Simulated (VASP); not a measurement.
A run of VASP 6.6.1 is set up as follows.

The input INCAR:

```
  PREC = Accurate
  ENCUT = 520
  EDIFF = 1E-6
  ISMEAR = 0
  SIGMA = 0.01
  LREAL = False
  LASPH = True
  NELM = 100
  ALGO = Normal
  ISIF = 2
  LWAVE = False
  LCHARG = True
  GGA = PE
  LELF = True
  LVHAR = True
  NBANDS = 37
```

Contents of KPOINTS:

```
Automatic mesh
0
Gamma
  6 6 6
```

File POSCAR:

```
WI6
1.0
    0.0000000000      5.7844428822      5.7844428822
    5.7844428822      0.0000000000      5.7844428822
    5.7844428822      5.7844428822      0.0000000000
W I
1 6
Direct
    0.0000000000      0.0000000000      0.0000000000
    0.7656459481      0.2343540519      0.2343540519
    0.2343540519      0.7656459481      0.7656459481
    0.2343540519      0.7656459481      0.2343540519
    0.7656459481      0.2343540519      0.7656459481
    0.2343540519      0.2343540519      0.7656459481
    0.7656459481      0.7656459481      0.2343540519
```

Potentials or basis: VASP PAW PBE potentials, release 64 (W_sv, I).

Run with:

```bash
$ cat potpaw_PBE.64/W_sv/POTCAR potpaw_PBE.64/I/POTCAR > POTCAR
$ mpirun -np 1 vasp_std > vasp.out
```

What does it give for the largest force?

0.008 eV/Å.

What does it give for the pressure?

0.0 GPa.

Forces on the atoms (eV/Å):
```
W    0.000  0.000  0.000
I   -0.008  0.000  0.000
I    0.008  0.000  0.000
I    0.000 -0.008  0.000
I    0.000  0.008  0.000
I    0.000  0.000 -0.008
I    0.000  0.000  0.008
```
